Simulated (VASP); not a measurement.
# Cl (Fd-3m) in VASP: notebook

Runs on Cl. Level: LDA. Tasks: single point.

Program: VASP 6.6.1. These are calculated values, not measurements. Logs are shortened: lines on timing, memory, paths and dates and some standing lists are left out, and cuts for length are marked.

**1. The cell of the first run**

It takes space group Fd-3m (No. 227, cubic). The conventional cell has a = 5.744 Å, b = 5.744 Å, c = 5.744 Å, α = 90.00°, β = 90.00°, γ = 90.00°. Cl (site symmetry -43m) has 4 Cl at 2.49 Å within 3.3 Å.

**2. Single point, LDA (volume scaled by 0.8)**

File INCAR:

```
  PREC = Accurate
  ENCUT = 520
  EDIFF = 1E-6
  ISMEAR = -1
  SIGMA = 0.08
  LREAL = False
  LASPH = True
  NELM = 60
  ALGO = Normal
  ISIF = 2
  LWAVE = False
  LCHARG = False
  GGA = CA
  NBANDS = 14
```

File KPOINTS:

```
Automatic mesh
0
Gamma
  11 11 11
```

File POSCAR:

```
Cl
1.0
    0.0000000000      2.8717789518      2.8717789518
    2.8717789518      0.0000000000      2.8717789518
    2.8717789518      2.8717789518      0.0000000000
Cl
2
Direct
   -0.1250000000     -0.1250000000     -0.1250000000
    0.1250000000      0.1250000000      0.1250000000
```

Potentials or basis: VASP PAW LDA potentials, release 64 (Cl).

Run with:

```console
cat potpaw_LDA.64/Cl/POTCAR > POTCAR
mpirun -np 1 vasp_std > vasp.out
```

OUTCAR:

```text
PREC = Accurate
   ENCUT = 520
   EDIFF = 1E-6
   ISMEAR = -1
   LREAL = False
   LASPH = True
   NELM = 60
   ISIF = 2
   GGA = CA

 ion  position               nearest neighbor table
   1  0.875  0.875  0.875-   2 2.49   2 2.49   2 2.49   2 2.49
   2  0.125  0.125  0.125-   1 2.49   1 2.49   1 2.49   1 2.49

  LATTYP: Found a face centered cubic cell.
 ALAT       =     5.7435579036

  Lattice vectors:

 A1 = (   0.0000000000,   2.8717789518,   2.8717789518)
 A2 = (   2.8717789518,   0.0000000000,   2.8717789518)
 A3 = (   2.8717789518,   2.8717789518,   0.0000000000)

Analysis of symmetry for initial positions (statically):
=====================================================================
 Subroutine PRICEL returns:
 Original cell was already a primitive cell.

 Routine SETGRP: Setting up the symmetry group for a
 face centered cubic supercell.

 Subroutine GETGRP returns: Found 48 space group operations
 (whereof 12 operations were pure point group operations)
 out of a pool of 48 trial point group operations.

The static configuration has the point symmetry D_3d.
 The point group associated with its full space group is O_h .

Analysis of symmetry for dynamics (positions and initial velocities):
=====================================================================
 Subroutine PRICEL returns:
 Original cell was already a primitive cell.

 Routine SETGRP: Setting up the symmetry group for a
 face centered cubic supercell.

 Subroutine GETGRP returns: Found 48 space group operations
 (whereof 12 operations were pure point group operations)
 out of a pool of 48 trial point group operations.

The dynamic configuration has the point symmetry D_3d.
 The point group associated with its full space group is O_h .

 Subroutine INISYM returns: Found 48 space group operations
 (whereof 12 operations are pure point group operations),
 and found     1 'primitive' translations

----------------------------------------------------------------------------------------

                                     Primitive cell

  volume of cell :      47.3678

  direct lattice vectors                    reciprocal lattice vectors
     0.000000000  2.871778952  2.871778952    -0.174108108  0.174108108  0.174108108
     2.871778952  0.000000000  2.871778952     0.174108108 -0.174108108  0.174108108
     2.871778952  2.871778952  0.000000000     0.174108108  0.174108108 -0.174108108

[... 85 lines left out ...]
   EDIFFG = 0.1E-04   stopping-criterion for IOM
   NSW    =      0    number of steps for IOM
   IBRION =     -1    ionic relax: 0-MD 1-quasi-New 2-CG
   NFREE  =      0    steps in history (QN), initial steepest desc. (CG)
   ISIF   =      2    stress and relaxation
   ISYM   =      2    0-nonsym 1-usesym 2-fastsym
   POTIM  = 0.5000    time-step for ionic-motion
   TEBEG  =    0.0;   TEEND  =   0.0 temperature during run
   PSTRESS=    0.0 pullay stress
   NELECT =      14.0000    total number of electrons
   NUPDOWN=      -1.0000    fix difference up-down
   EMIN   =  10.00;   EMAX   =-10.00  energy-range for DOS
   EFERMI =   0.00;   METHOD = LEGACY
   ISMEAR =    -1;   SIGMA  =   0.08  broadening in eV -4-tet -1-fermi 0-gaus
   EFERMI_NEDOS =   21; number of points for ismear=-14 and -15
   IALGO  =     38    algorithm
   IMIX   =      4    mixing-type and parameters
     AMIX     =   0.40;   BMIX     =  1.00
     AMIX_MAG =   1.60;   BMIX_MAG =  1.00
  volume/ion in A,a.u.               =      23.68       159.83
  Fermi-wavevector in a.u.,A,eV,Ry     =   1.090494  2.060734 16.179729  1.189177
  Thomas-Fermi vector in A             =   2.226719
   LORBIT       =      0    0 simple, 1 ext, 2 COOP (PROOUT), +10 PAW based schemes
   GGA     = CA    functional components
   LHFCALC =     F    Hartree Fock is set to
   AEXX    =    0.0000 exact exchange contribution
   IVDW    =     0    specifies the selected vdW correction
   LEPSILON=     F    determine dielectric tensor
   LRPA    =     F    only Hartree local field effects (RPA)
 non-spin polarized calculation
  energy-cutoff  :      520.00
  volume of cell :       47.37
 maximum number of plane-waves:      1303
   NGX = 15   NGY = 15   NGZ = 15

 number of electron      13.9999997 magnetization

 Free energy of the ion-electron system (eV)
  ---------------------------------------------------
  ext. energy  EPLUGINS =         0.00000000
  ---------------------------------------------------
  free energy    TOTEN  =        -2.58532055 eV

  energy without entropy =       -2.52408246  energy(sigma->0) =       -2.55470151

 E-fermi :   2.0654     XC(G=0):  -9.0767

 val. band max:        2.0566728504   @ k =  -0.2727   0.3636   0.0909
 cond. band min:       2.0867000421   @ k =   0.3636   0.2727   0.0000
 fundamental gap:      0.0300271917
 Fermi energy:         2.0654321729

 k-point     1 :       0.0000    0.0000    0.0000
  band No.  band energies     occupation
      1     -15.3578      2.00000
      2     -10.3301      2.00000
      3      -2.3507      2.00000
      4      -2.3507      2.00000
      5      -2.3507      2.00000
      6       0.4033      2.00000
      7       0.4033      2.00000
      8       0.4033      2.00000
      9       7.6187      0.00000
     10      11.4215      0.00000
     11      11.4215      0.00000
     12      13.7012      0.00000
     13      13.7012      0.00000
     14      13.7012      0.00000
[... 377 lines left out ...]
      1     -14.7911      2.00000
      2     -11.3893      2.00000
      3      -3.4357      2.00000
      4      -2.7349      2.00000
      5      -2.0530      2.00000
      6       0.7848      2.00000
      7       0.9987      2.00000
      8       1.6662      1.98648
      9       9.2642      0.00000
     10      10.1971      0.00000
     11      10.8799      0.00000
     12      14.1939      0.00000
     13      14.3665      0.00000
     14      15.4921      0.00000

 [... further k-points ...]
[... 5 lines left out ...]
  --------------------------------------------------------------------------------------
  -------------------------------------------------------------------------------------
  Total        2.8696620      2.8696620      2.8696620     -0.0000000      0.0000000      0.0000000
  in kB       97.0640285     97.0640285     97.0640285     -0.0000000      0.0000000      0.0000000
  external PRESSURE =      97.0640285 kB  Pullay stress =       0.0000000 kB

 VOLUME and BASIS-vectors are now :
 -----------------------------------------------------------------------------
  energy-cutoff  :      520.00
  volume of cell :       47.37
      direct lattice vectors                 reciprocal lattice vectors
     0.000000000  2.871778952  2.871778952    -0.174108108  0.174108108  0.174108108
     2.871778952  0.000000000  2.871778952     0.174108108 -0.174108108  0.174108108
     2.871778952  2.871778952  0.000000000     0.174108108  0.174108108 -0.174108108

 POSITION                                       TOTAL-FORCE (eV/Angst)
 -----------------------------------------------------------------------------------
      5.02561      5.02561      5.02561         0.000000      0.000000      0.000000
      0.71794      0.71794      0.71794        -0.000000     -0.000000     -0.000000
 -----------------------------------------------------------------------------------
    total drift:                               -0.000000      0.000000      0.000000

  FREE ENERGIE OF THE ION-ELECTRON SYSTEM (eV)
  ---------------------------------------------------
  free  energy   TOTEN  =        -2.5853205494 eV

  energy  without entropy=       -2.5240824642  energy(sigma->0) =       -2.55470151
```

Wall time 20 s (1 thread of Intel Xeon Platinum 8375C at 2.90GHz (Ice Lake), shared host); peak memory 0.15 GiB.

What came out:

* Free energy: -2.5853 eV
* Pressure: 9.7 GPa
* Band gap on the k mesh: zero (band 7 reaches 2.71 eV, above the bottom of band 8 at 0.40 eV)

Levels at points of the mesh, in eV from the Fermi level:
```csv
k point,band 5,band 6,band 7,band 8,band 9,band 10
"(0.00, 0.00, 0.00)",-4.42,-1.66,-1.66,-1.66,5.55,9.36
```

**3. Single point, LDA (volume scaled by 0.9)**

File INCAR:

```
ALGO = Normal
EDIFF = 1E-7
ENCUT = 520
ISIF = 2
ISMEAR = -1
LASPH = True
LCHARG = False
LREAL = False
LWAVE = False
NBANDS = 14
NELM = 100
PREC = Accurate
SIGMA = 0.08
```

File KPOINTS:

```
k-points
0
Gamma
  11 11 11
```

File POSCAR:

```
Cl
1.0
    0.0000000000      2.9867704705      2.9867704705
    2.9867704705      0.0000000000      2.9867704705
    2.9867704705      2.9867704705      0.0000000000
Cl
2
Direct
   -0.1250000000     -0.1250000000     -0.1250000000
    0.1250000000      0.1250000000      0.1250000000
```

Potentials or basis: VASP PAW LDA potentials, release 64 (Cl).

Run with:

```console
cat potpaw_LDA.64/Cl/POTCAR > POTCAR
mpirun -np 1 vasp_std > vasp.out
```

It took 16 s on 1 thread of Intel Xeon Platinum 8375C at 2.90GHz (Ice Lake), shared host; peak memory 0.16 GiB.

The run converged. Its results:

| Quantity | Value |
| --- | --- |
| Free energy | -2.8222 eV |
| Pressure | 3.5 GPa |
| Band gap on the k mesh | zero (band 7 reaches 1.26 eV, above the bottom of band 8 at -0.60 eV) |

Levels at points of the mesh, in eV from the Fermi level:
```csv
k point,band 5,band 6,band 7,band 8,band 9,band 10
"(0.00, 0.00, 0.00)",-3.78,-1.34,-1.34,-1.34,5.69,9.75
```
